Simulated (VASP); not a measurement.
Runs of VASP 6.6.1 on MgO. The structure is that of space group Fm-3m (No. 225), or close to it. The cells are those of the table. 

```tsv
level	potentials or basis	cell	k mesh	cutoff (eV)	smearing	mended	grid for exact exchange (PRECFOCK)	share of exact exchange	screening parameter	gap on the mesh (eV)	pressure (GPa)
r2SCAN	VASP PAW PBE potentials, release 64 (Mg_sv, O)	a = 3.047 Å, angles 60.0°, 2 atoms	10 × 10 × 10	750	gaussian 0.01 eV	yes	-	-	-	(b)	-10.8
HSE06	VASP PAW PBE potentials, release 64 (Mg, O)	a = 2.973 Å, angles 60.0°, 2 atoms	8 × 8 × 8	520	gaussian 0.01 eV	-	Normal	0.25	0.2079 1/Å	6.50	-0.6
r2SCAN	VASP PAW PBE potentials, release 64 (Mg, O)	a = 3.003 Å, angles 59.3°, 2 atoms	10 × 10 × 10	520	gaussian 0.01 eV	-	-	-	-	5.47	-3.5
r2SCAN	VASP PAW PBE potentials, release 64 (Mg, O)	a = 2.973, b = 2.973, c = 2.899 Å, angles 60.8, 60.8, 61.7°, 2 atoms	10 × 10 × 10	520	gaussian 0.01 eV	-	-	-	-	5.43	-1.0
r2SCAN	VASP PAW PBE potentials, release 64 (Mg_sv, O)	a = 2.973 Å, angles 60.0°, 2 atoms	10 × 10 × 10	750	gaussian 0.01 eV	yes	-	-	-	5.70	0.0
r2SCAN	VASP PAW PBE potentials, release 64 (Mg_sv, O)	a = 3.003 Å, angles 59.3°, 2 atoms	10 × 10 × 10	750	gaussian 0.01 eV	yes	-	-	-	5.51	(a)
r2SCAN	VASP PAW PBE potentials, release 64 (Mg_sv, O)	a = 2.973, b = 2.973, c = 2.899 Å, angles 60.8, 60.8, 61.7°, 2 atoms	10 × 10 × 10	750	gaussian 0.01 eV	yes	-	-	-	5.48	0.0
PBE	VASP PAW PBE potentials, release 64 (Mg, O)	a = 3.003 Å, angles 59.3°, 2 atoms	10 × 10 × 10	520	fermi-dirac 0.02 eV	-	-	-	-	4.59	2.4
HSE06	VASP PAW PBE potentials, release 64 (Mg, O)	a = 2.973, b = 3.010, c = 3.010 Å, angles 59.2, 60.4, 60.4°, 2 atoms	8 × 8 × 8	520	gaussian 0.01 eV	-	Normal	0.25	0.2079 1/Å	6.19	-4.4
HSE06	VASP PAW PBE potentials, release 64 (Mg, O)	a = 3.047 Å, angles 60.0°, 2 atoms	8 × 8 × 8	520	gaussian 0.01 eV	-	Normal	0.25	0.2079 1/Å	(c)	-11.3
```

Alike in all rows: no spin polarisation.

**Question.** Estimate the missing entries.

**Answer.** (a) -2.4; (b) 4.99; (c) 5.73.

Caveats: the PAW data sets were made with another functional, which shifts forces and pressure a little (at least some runs); the cell stands under tension (at least some runs).

The runs don't all hold the same shells in valence.
